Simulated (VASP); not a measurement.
A run of VASP 6.6.1 is set up as follows.

File INCAR:

```
SYSTEM = C
ALGO     = Normal         ! electronic algorithm
EDIFF    = 1E-7           ! SCF threshold, eV
ENCUT    = 520            ! plane-wave cutoff, eV
GGA      = PS             ! functional
ISIF     = 2              ! what is computed and relaxed
ISMEAR   = 0              ! smearing method
LASPH    = .TRUE.         ! aspherical terms in the spheres
LCHARG   = .FALSE.        ! write CHGCAR
LREAL    = .FALSE.        ! projectors in reciprocal space
LWAVE    = .FALSE.        ! write WAVECAR
NBANDS   = 31             ! bands
NELM     = 80             ! most SCF steps
PREC     = Accurate       ! precision mode
SIGMA    = 0.05           ! smearing width, eV
```

KPOINTS

```
k-points
0
G
  12 12 12
  0 0 0
```

POSCAR

```
C
1.0
    1.2784500000      0.7381134516      9.7660333333
   -1.2784500000      0.7381134516      9.7660333333
    0.0000000000     -1.4762269033      9.7660333333
C
10
Direct
    0.0248220069      0.0248220069      0.0248220069
    0.9751779931      0.9751779931      0.9751779931
    0.1086877374      0.1086877374      0.1086877374
    0.8913122626      0.8913122626      0.8913122626
    0.1583652898      0.1583652898      0.1583652898
    0.8416347102      0.8416347102      0.8416347102
    0.3748635523      0.3748635523      0.3748635523
    0.6251364477      0.6251364477      0.6251364477
    0.4253181912      0.4253181912      0.4253181912
    0.5746818088      0.5746818088      0.5746818088
```

Potentials or basis: VASP PAW PBE potentials, release 64 (C).

Command:

```console
$ cat potpaw_PBE.64/C/POTCAR > POTCAR
$ mpirun -np 1 vasp_std > vasp.out
```

(1) Predict the band gap on the k mesh.

(2) What does it give for the largest force?

(3) Predict the pressure.

Results:

(1) 3.44 eV (least direct gap 4.45 eV).

(2) 0.812 eV/Å.

(3) 12.0 GPa.

Caveat: the stress differs along the axes, from -22 to 79 GPa; the PAW data sets were made with another functional, which shifts forces and pressure a little.
